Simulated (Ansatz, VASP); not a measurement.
Two plane-wave programs on Sn

```
CELL_PARAMETERS angstrom
0.00000 3.26902 3.26902
3.26902 0.00000 3.26902
3.26902 3.26902 0.00000
ATOMIC_POSITIONS crystal
Sn 0.87500 0.87500 0.87500
Sn 0.12500 0.12500 0.12500
```

Alike in both runs: functional PBEsol; k mesh 9 × 9 × 9; occupations fermi-dirac, width 0.02 eV; no spin polarisation.

Ansatz relaxed the structure, and its values are those at the end. VASP's run is a single point on that final structure, the one shown.

|  | VASP | Ansatz |
| --- | --- | --- |
| version | VASP 6.6.1 | Ansatz 0.2.0 |
| potentials or method | VASP PAW PBE potentials, release 64 (Sn_d) | PAW with Ansatz's default frozen-core files, scalar-relativistic |
| plane-wave cutoff (eV) | 520 | 420 |
| valence electrons in the cell | 28 | 28 |

```tsv
	VASP	Ansatz	Ansatz less VASP
pressure (GPa)	0.0	0.0	+0.07
```

VASP's potentials were made for PBE, not for PBEsol.
